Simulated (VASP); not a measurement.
TiB2:

```
Ti B
1.0
     2.82000    0.00000    0.00000
    -1.41000    2.44219    0.00000
     0.00000    0.00000    4.51200
Ti B
1 2
Direct
  0.00000 0.00000 0.00000
  0.33333 0.66667 0.25000
  0.66667 0.33333 0.75000
```

| Item | Value |
| --- | --- |
| Program | VASP 6.6.1 |
| Task | relaxation of cell and atoms |
| Functional | LDA |
| Potentials or basis | VASP PAW LDA potentials, release 64 (Ti_sv, B) |
| Cutoff | 500 eV |
| k mesh | 10 × 10 × 6 |
| Occupations | gaussian, width 0.1 eV |
| Spin | no spin polarisation |

At the start: pressure 41.6 GPa; volume 10.36 Å³/atom.

Q: How do energy, volume and symmetry change on relaxing?

A: Over 16 steps the energy falls by 3109.2 meV/atom and the volume is 8.20 Å³/atom (-20.9 %); space group P6/mmm (No. 191, to 0.05 Å).

Step by step:
```csv
step,energy change (eV),largest force (eV/Å),pressure (GPa),volume (Å³)
1,0.0000,3.7624,41.65,31.07
2,-1.0443,0.7207,-24.15,44.66
3,-1.3903,1.3762,-10.58,39.11
4,-2.4573,2.8305,-15.96,37.07
5,-6.2757,3.9835,-22.77,29.41
6,1250.3682,0.0001,32679.92,6.31
7,-8.0114,0.0048,-36.59,29.17
8,-9.1133,0.0047,-7.08,25.00
9,-9.2057,0.0045,7.07,23.83
10,-9.2078,0.0045,10.08,23.62
11,-9.3030,0.0024,4.57,24.12
12,-9.3273,0.0013,0.87,24.51
13,-9.3273,0.0012,0.72,24.53
14,-9.3275,0.0008,-0.21,24.61
15,-9.3276,0.0008,-0.12,24.60
16,-9.3276,0.0005,-0.04,24.59
```

Final structure:
```
Ti B
1.0
     2.99372    0.00000    0.00000
    -1.49686    2.59263    0.00000
     0.00000    0.00000    3.16803
Ti B
1 2
Direct
  0.00000 0.00000 0.00000
  0.33333 0.66667 0.49999
  0.66667 0.33333 0.50001
```

Caveat: the volume moved by over 15 % at a fixed basis, so the end points are rough.
